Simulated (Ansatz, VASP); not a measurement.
**MgCdSe: VASP beside Ansatz**

INCAR

```
  ALGO = Normal
  EDIFF = 1E-6
  EDIFFG = -0.04
  ENCUT = 600
  GGA = PE
  IBRION = 2
  ISIF = 3
  ISMEAR = 0
  LASPH = True
  LCHARG = False
  LREAL = False
  LWAVE = False
  NELM = 80
  NSW = 90
  PREC = Accurate
  SIGMA = 0.1
```

Contents of KPOINTS:

```
k-points
0
Gamma
  6 6 4
```

The input POSCAR:

```
MgCdSe
1.0
    4.2284516700      0.0000000000      0.0000000000
   -2.1142258400      3.6619465700      0.0000000000
    0.0000000000      0.0000000000      4.2240114300
Mg Cd Se
1 1 1
Direct
    0.6666666700      0.3333333300      0.5000000000
    0.3333333300      0.6666666700      0.0000000000
    0.0000000000      0.0000000000      0.0000000000
```

Input for Ansatz:

```yaml
crystal:
  lattice:
    - [4.22845167, 0.0, 0.0]
    - [-2.11422584, 3.66194657, 0.0]
    - [0.0, 0.0, 4.22401143]
  atoms:
    - { symbol: Mg, position: [0.66666667, 0.33333333, 0.5] }
    - { symbol: Cd, position: [0.33333333, 0.66666667, 0.0] }
    - { symbol: Se, position: [0.0, 0.0, 0.0] }
basis:
  ecutwfc: 420
kpoints:
  mp_grid: { grid: [6, 6, 4] }
hamiltonian:
  xc: pbe
scf:
  occupations: { method: gaussian, width: 0.1 }
  lower_state_search: "off"
output:
  forces: true
  stress: true
  eigenvalues: true
relax:
  adjacent_minimum: "off"
  f_tol: 0.04
  max_steps: 70
  cell: { stress_tol: 0.4 }
```

Change from the starting cell: species swapped into the PrNiAs type (P-6m2, No. 187).

Alike in both runs: task relaxation of cell and atoms; functional PBE; k mesh 6 × 6 × 4; occupations gaussian, width 0.1 eV; no spin polarisation.

|  | VASP | Ansatz |
| --- | --- | --- |
| version | VASP 6.6.1 | Ansatz 0.2.0 |
| potentials or method | VASP PAW PBE potentials, release 64 (Mg, Cd, Se), cutoff 600 eV | scalar-relativistic, plane waves, PAW |
| valence electrons in the cell | 20 | 46 |

|  | VASP | Ansatz | Ansatz less VASP |
| --- | --- | --- | --- |
| gap on the k mesh at the Fermi level, each at its own relaxed structure (eV) | none | none | - |
| relaxed volume (Å³/atom) | 23.66 | 23.72 | +0.065 |
| relaxed cell length with the largest relative difference (Å) | 3.581 | 3.604 | +0.0230 |

A gap of «none» marks a metal or a gap that the smearing closes. VASP's potentials hold 20 valence electrons a cell and Ansatz's 46, so a difference there can come from the potentials and not from the codes.

The k mesh is coarse, so the values compare programs but aren't converged.
